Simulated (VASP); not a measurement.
Runs of VASP 6.6.1 on C. The structure is that of space group Im-3m (No. 229), or close to it. The cells are those of the table. The cell was built from a structure type or drawn by symmetry, and may not be a known phase.

```csv
task,spin,cell,k mesh,cutoff (eV),gap on the mesh (eV),pressure (GPa),moment (μB)
single point,off,"a = 2.876 Å, angles 109.5°, 3 atoms",8 × 8 × 8,520,none,(a),-
single point,collinear,"a = 2.923 Å, angles 109.5°, 3 atoms",8 × 8 × 8,520,none,-11.9,0.00
relaxation of cell and atoms,off,"relaxed from a = 2.876 Å, angles 109.5°, 3 atoms",20 × 20 × 20,600,none,0.0,-
single point,collinear,"a = 2.876 Å, angles 109.5°, 3 atoms",8 × 8 × 8,520,none,-0.3,0.00
single point,off,"a = 2.877 Å, angles 109.5°, 3 atoms",20 × 20 × 20,520,none,0.1,-
```

Alike in all rows: level PBE; potentials or basis VASP PAW PBE potentials, release 64 (C); smearing gaussian 0.1 eV.

Task: Estimate the missing entries.

Result: (a) -0.2.

Caveats: the cell stands under tension (at least some runs); the relaxation stopped at its first step, so nothing moved (at least some runs).

A gap of «none» marks levels without a gap at the run's occupations.
